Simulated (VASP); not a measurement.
Set up this calculation in VASP 6.6.1, as the native input.

- Task: single point
- Functional: revPBE
- Potentials or basis: VASP PAW PBE potentials, release 64 (Ag)
- Cutoff: 520 eV
- k mesh: 5 × 5 × 5
- Occupations: fermi-dirac, width 0.1 eV
- Spin: no spin polarisation
- Dipole correction: no
- Further INCAR settings: ALGO = Normal; EDIFF = 1e-07; NBANDS = 54

The structure of Ag lies in POSCAR:

```
Ag
1.0
    5.3409883276      0.0000000000      0.0000000000
    0.0000000000      5.3409883276      0.0000000000
    0.0000000000      0.0000000000      5.3409883276
Ag
8
Direct
    1.0000000000      1.0000000000      0.0000000000
    0.5000000000      0.5000000000      0.5000000000
    0.2500000000      1.0000000000      0.5000000000
    0.7500000000      0.0000000000      0.5000000000
    0.5000000000      0.2500000000      0.0000000000
    0.5000000000      0.7500000000      1.0000000000
    1.0000000000      0.5000000000      0.2500000000
    1.0000000000      0.5000000000      0.7500000000
```

These files were run (other wordings do the same):

INCAR

```
SYSTEM = Ag
ALGO = Normal
EDIFF = 1E-7
ENCUT = 520
GGA = RE
ISIF = 2
ISMEAR = -1
LASPH = .TRUE.
LCHARG = .FALSE.
LREAL = .FALSE.
LWAVE = .FALSE.
NBANDS = 54
NELM = 80
PREC = Accurate
SIGMA = 0.1
```

KPOINTS

```
k-points
0
G
  5 5 5
  0 0 0
```

Potentials or basis: VASP PAW PBE potentials, release 64 (Ag).

Run with:

```sh
$ cat potpaw_PBE.64/Ag/POTCAR > POTCAR
$ mpirun -np 1 vasp_std > vasp.out
```

It gave:

```yaml
Pressure: -0.1 GPa
Band_gap_on_the_k_mesh: zero (bands 44 and 45 overlap by 1.40 eV)
```

Caveat: the PAW data sets were made with another functional, which shifts forces and pressure a little.

Run time: 100 s on 1 thread of Intel Xeon 8259CL, with other jobs on the host, peak memory 0.25 GiB.
